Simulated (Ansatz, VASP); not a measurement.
**Two plane-wave programs on Au**

File INCAR:

```
  ALGO = Normal
  EDIFF = 1E-6
  ENCUT = 520
  GGA = PS
  ISIF = 2
  ISMEAR = 0
  LASPH = True
  LCHARG = False
  LREAL = False
  LWAVE = False
  NBANDS = 12
  NELM = 100
  PREC = Accurate
  SIGMA = 0.05
```

Contents of KPOINTS:

```
k-points
0
Gamma
  18 18 18
```

Contents of POSCAR:

```
Au
1.0
    0.0000000000      2.0422207252      2.0422207252
    2.0422207252      0.0000000000      2.0422207252
    2.0422207252      2.0422207252      0.0000000000
Au
1
Direct
    0.0000000000      0.0000000000      0.0000000000
```

Input for Ansatz:

```yaml
crystal:
  lattice:
    - [0.0, 2.0422207252, 2.0422207252]
    - [2.0422207252, 0.0, 2.0422207252]
    - [2.0422207252, 2.0422207252, 0.0]
  atoms:
    - { symbol: Au, position: [0.0, 0.0, 0.0] }
basis:
  ecutwfc: 420
  ecutrho_ratio: 4
kpoints:
  mp_grid: { grid: [18, 18, 18] }
  band_path:
    path:
      - [[0.0, 0.0, 0.0], [0.5, 0.0, 0.5], [0.625, 0.25, 0.625]]
      - [[0.375, 0.375, 0.75], [0.0, 0.0, 0.0], [0.5, 0.5, 0.5], [0.5, 0.25, 0.75], [0.5, 0.0, 0.5]]
    npoints: 14
hamiltonian:
  xc: pbesol
scf:
  occupations: { method: gaussian, width: 0.05 }
output:
  forces: true
  stress: true
  eigenvalues: true
  populations: true
  dos: { projected: true, de: 0.02, nscf_kmesh: { grid: [27, 27, 27] } }
  bader: true
```

Alike in both runs: task single point; functional PBEsol; k mesh 18 × 18 × 18; occupations gaussian, width 0.05 eV; no spin polarisation.

|  | VASP | Ansatz |
| --- | --- | --- |
| version | VASP 6.6.1 | Ansatz 0.2.0 |
| potentials or method | VASP PAW PBE potentials, release 64 (Au), cutoff 520 eV | scalar-relativistic, plane waves, PAW |
| valence electrons in the cell | 11 | 19 |

```csv
,VASP,Ansatz,Ansatz less VASP
pressure (GPa),-0.4,-0.1,+0.29
```

VASP's potentials were made for PBE, not for PBEsol. VASP's potentials hold 11 valence electrons a cell and Ansatz's 19, so a difference there can come from the potentials and not from the codes.

Spin-orbit coupling is off throughout.
